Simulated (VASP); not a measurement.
Input of a VASP 6.6.1 run:

The input INCAR:

```
SYSTEM = BN
PREC = Accurate ; ENCUT = 520
EDIFF = 1E-6 ; ISMEAR = 0
SIGMA = 0.05 ; LREAL = .False.
LASPH = .True. ; NELM = 60
ALGO = Normal ; ISIF = 2
LWAVE = .False. ; LCHARG = .False.
GGA = PE ; NBANDS = 11
```

KPOINTS

```
regular mesh
0
Gamma
  12 12 12
  0 0 0
```

POSCAR

```
BN
1.0
    0.0000000000      1.6577727041      1.9176086802
    1.9176086802      0.0000000000      1.9176086802
    1.9176086802      1.6577727041      0.0000000000
B N
1 1
Direct
    0.0000000000      0.0000000000      0.0000000000
    0.7500000000      0.7500000000      0.7500000000
```

Potentials or basis: VASP PAW PBE potentials, release 64 (B, N).

Launch:

```bash
$ cat potpaw_PBE.64/B/POTCAR potpaw_PBE.64/N/POTCAR > POTCAR
$ mpirun -np 1 vasp_std > vasp.out
```

(1) Estimate the band gap on the k mesh.

(2) What does it give for the pressure?

Results:

(1) 2.31 eV, indirect (least direct gap 7.43 eV).

(2) -8.8 GPa.
